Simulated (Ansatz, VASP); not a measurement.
**Al in VASP and in Ansatz**

```
Al
1.0
     0.00000    1.99744    1.99744
     1.99744    0.00000    1.99744
     1.99744    1.99744    0.00000
Al
1
Direct
  0.00000 0.00000 0.00000
```

Alike in both runs: task single point; functional LDA; k mesh 12 × 12 × 12; no spin polarisation.

|  | VASP | Ansatz |
| --- | --- | --- |
| version | VASP 6.6.1 | Ansatz 0.2.0 |
| potentials or method | VASP PAW LDA potentials, release 64 (Al), cutoff 520 eV | plane waves, PAW |
| occupations | fermi-dirac, width 0.1 eV | fermi-dirac |
| valence electrons in the cell | 3 | 3 |

```csv
,VASP,Ansatz,Ansatz less VASP
pressure (GPa),-0.5,-0.5,-0.08
```

LDA's correlation is that of Perdew and Zunger in VASP and of Perdew and Wang (1992) in Ansatz.
